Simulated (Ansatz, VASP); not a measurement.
## One calculation of Ta, two programs

```
Ta
1.0
     2.93854    0.00000    0.00000
    -1.46927    2.54485    0.00000
     0.00000    0.00000    5.23426
Ta
2
Direct
  0.33333 0.66667 0.25000
  0.66667 0.33333 0.75000
```

Alike in both runs: task single point; functional PBE0; k mesh 6 × 6 × 4; occupations fermi-dirac, width 0.05 eV; no spin polarisation.

```csv
,VASP,Ansatz
version,VASP 6.6.1,Ansatz 0.2.0
potentials or method,"VASP PAW PBE potentials, release 64 (Ta_pv)",Ansatz PAW
plane-wave cutoff (eV),520,420
valence electrons in the cell,22,26
```

VASP gave:

* gap on the k mesh at the Fermi level (eV): none
* pressure (GPa): -10.9
* traceless stress, the component that is largest in VASP (GPa): -1.80

Which values does Ansatz return?

gap on the k mesh at the Fermi level (eV): none; pressure (GPa): -9.0; traceless stress, the component that is largest in VASP (GPa): -0.33.

A gap of «none» marks a metal or a gap that the smearing closes. The functional is the same, so the differences come from potentials, cutoffs and numerics. VASP's potentials hold 22 valence electrons a cell and Ansatz's 26, so a difference there can come from the potentials and not from the codes.

The k mesh is coarse, so the values compare programs but aren't converged. Spin-orbit coupling is off throughout.
